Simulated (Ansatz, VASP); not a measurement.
BaZrO3 in VASP and in Ansatz

```
CELL_PARAMETERS angstrom
4.21692 0.00000 0.00000
0.00000 4.21692 0.00000
0.00000 0.00000 4.23291
ATOMIC_POSITIONS crystal
Ba 0.00000 0.00000 0.00000
O 0.50000 0.50000 0.00000
O 0.00000 0.50000 0.50000
O 0.50000 0.00000 0.50000
Zr 0.50000 0.50000 0.50000
```

Alike in both runs: task single point; functional PBE; k mesh 6 × 6 × 6; occupations gaussian, width 0.02 eV; no spin polarisation.

```csv
,VASP,Ansatz
version,VASP 6.6.1,Ansatz 0.2.0
potentials or method,"VASP PAW PBE potentials, release 64 (Ba_sv, O, Zr_sv), cutoff 600 eV","scalar-relativistic, plane waves, PAW"
valence electrons in the cell,40,40
```

Ansatz gave:

| Quantity | Value |
| --- | --- |
| gap on the k mesh at the Fermi level (eV) | 3.19 |
| least direct gap on the mesh (eV) | 3.40 |
| pressure (GPa) | 0.5 |

**Question.** Which values does VASP return?

**Answer.** gap on the k mesh at the Fermi level (eV): 3.13; least direct gap on the mesh (eV): 3.38; pressure (GPa): 1.3.

Neither program's run includes spin-orbit coupling.
